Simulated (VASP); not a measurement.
Input of a VASP 6.6.1 run:

Contents of INCAR:

```
PREC     = Accurate       # precision mode
ENCUT    = 600            # plane-wave cutoff, eV
EDIFF    = 1E-7           # SCF threshold, eV
ISMEAR   = 0              # smearing method
SIGMA    = 0.01           # smearing width, eV
LREAL    = F              # projectors in reciprocal space
LASPH    = T              # aspherical terms in the spheres
NELM     = 100            # most SCF steps
ALGO     = Normal         # electronic algorithm
ISIF     = 3              # what is computed and relaxed
LWAVE    = F              # write WAVECAR
LCHARG   = F              # write CHGCAR
GGA      = PS             # functional
IBRION   = 2              # ionic algorithm
NSW      = 80             # ionic steps
EDIFFG   = -0.001         # ionic threshold
PSTRESS  = 300.0
```

KPOINTS

```
regular mesh
0
Gamma
  8 8 8
```

The input POSCAR:

```
LiCl
1.0
    0.0000000000      2.5321529989      2.5321529989
    2.5321529989      0.0000000000      2.5321529989
    2.5321529989      2.5321529989      0.0000000000
Li Cl
1 1
Direct
    0.0000000000      0.0000000000      0.0000000000
    0.5000000000      0.5000000000      0.5000000000
```

Potentials or basis: VASP PAW PBE potentials, release 64 (Li_sv, Cl).

The run is started by

```sh
$ cat potpaw_PBE.64/Li_sv/POTCAR potpaw_PBE.64/Cl/POTCAR > POTCAR
$ mpirun -np 1 vasp_std > vasp.out
```

What does it give for the space group after relaxing (to 0.05 Å)?

Fm-3m (No. 225).

What does it give for the relaxed cell?

a = 3.158 Å, b = 3.158 Å, c = 3.158 Å, α = 60.00°, β = 60.00°, γ = 60.00°.

Step by step:
```csv
step,energy change (eV),largest force (eV/Å),pressure (GPa),volume (Å³)
1,0.0000,0.0000,-0.06,32.47
2,1.1807,0.0000,47.18,20.16
3,0.6818,0.0000,30.14,22.26
4,0.6486,0.0000,28.98,22.44
5,0.6496,0.0000,29.02,22.43
6,0.6524,0.0000,29.12,22.41
7,0.6524,0.0000,29.11,22.41
8,0.6526,0.0000,29.11,22.41
9,0.6528,0.0000,29.13,22.41
10,0.6533,0.0000,29.15,22.41
11,0.6543,0.0000,29.18,22.40
12,0.6562,0.0000,29.25,22.39
13,0.6602,0.0000,29.39,22.37
14,0.6681,0.0000,29.67,22.33
15,0.6842,0.0000,30.23,22.24
16,0.6777,0.0000,30.00,22.28
```

Caveat: the cutoff is under 1.25 times the usual one of these potentials, so pressure, stress and relaxed cells hold a basis-set (Pulay) error; the cell is relaxed towards a set pressure, so the enthalpy falls and the energy may rise; the volume moved by over 15 % at a fixed basis, so the end points are rough; the PAW data sets were made with another functional, which shifts forces and pressure a little.
